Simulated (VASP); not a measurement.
CaBeRh:

```
CELL_PARAMETERS angstrom
3.70257 0.00000 0.00000
0.00000 3.70257 0.00000
0.00000 0.00000 6.51606
ATOMIC_POSITIONS crystal
Ca 0.50000 0.00000 0.64850
Ca 0.00000 0.50000 0.35150
Be 0.50000 0.00000 0.20550
Be 0.00000 0.50000 0.79450
Rh 0.00000 0.00000 0.00000
Rh 0.50000 0.50000 0.00000
```

- Program: VASP 6.6.1
- Task: relaxation of cell and atoms
- Functional: PBE
- Potentials or basis: VASP PAW PBE potentials, release 64 (Ca_sv, Be, Rh_pv)
- Cutoff: 600 eV
- k mesh: 6 × 6 × 4
- Occupations: gaussian, width 0.1 eV
- Spin: no spin polarisation

At the start: pressure 21.6 GPa; volume 14.89 Å³/atom.

Problem. How do energy, volume and symmetry change on relaxing?

Solution. Over 13 steps the energy falls by 406.0 meV/atom and the volume is 19.46 Å³/atom (+30.7 %); space group P4/nmm (No. 129, to 0.1 Å) before and after.

The path:
```
step  energy change (eV)  largest force (eV/Å)  pressure (GPa)  volume (Å³)
   1              0.0000                1.0493           21.63        89.33
   2             -1.0486                1.7597           -7.00       117.86
   3             -1.2103                1.6086           -1.59       108.64
   4             -1.6165                1.4301           -1.23       109.46
   5             -2.3273                0.5899            1.48       111.67
   6             -2.3342                0.7541            2.75       112.23
   7             -2.3465                0.5454            2.20       112.01
   8             -2.3839                0.3123           -2.28       119.30
   9             -2.3960                0.3195           -0.89       116.81
  10             -2.4298                0.1300           -0.14       116.37
  11             -2.4348                0.0588            0.32       116.13
  12             -2.4356                0.0643           -0.35       117.16
  13             -2.4359                0.0213           -0.14       116.79
```

Final structure:
```
CELL_PARAMETERS angstrom
4.22681 0.00000 0.00000
0.00000 4.22681 0.00000
0.00000 0.00000 6.53696
ATOMIC_POSITIONS crystal
Ca 0.50000 0.00000 0.68566
Ca 0.00000 0.50000 0.31434
Be 0.50000 0.00000 0.12899
Be 0.00000 0.50000 0.87101
Rh 0.00000 0.00000 0.00000
Rh 0.50000 0.50000 0.00000
```

Caveat: the volume moved by over 15 % at a fixed basis, so the end points are rough.
